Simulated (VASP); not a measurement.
Input of a VASP 6.6.1 run:

File INCAR:

```
ALGO = Normal ; EDIFF = 1E-7
ENCUT = 520 ; GGA = PS
ISIF = 2 ; ISMEAR = -1
LASPH = T ; LCHARG = T
LELF = T ; LREAL = F
LVHAR = T ; LWAVE = F
NBANDS = 14 ; NELM = 60
PREC = Accurate ; SIGMA = 0.1
```

KPOINTS

```
k-points
0
Gamma
  11 11 1
```

The input POSCAR:

```
Sb
1.0
    3.3338465302      0.0000000000      0.0000000000
   -1.6669232651      2.8871957875      0.0000000000
    0.0000000000      0.0000000000     21.4441000000
Sb
3
Direct
    0.1666666667      0.3333333333      0.3772379733
    0.5000000000      1.0000000000      0.5000000002
    0.8333333333      0.6666666667      0.6227620261
```

Potentials or basis: VASP PAW PBE potentials, release 64 (Sb).

The run is started by

```sh
$ cat potpaw_PBE.64/Sb/POTCAR > POTCAR
$ mpirun -np 1 vasp_std > vasp.out
```

Predict the largest force.

0.009 eV/Å.

Forces on the atoms (eV/Å):
```
Sb   0.000  0.000 -0.009
Sb   0.000  0.000  0.000
Sb   0.000  0.000  0.009
```

Caveat: the PAW data sets were made with another functional, which shifts forces and pressure a little.
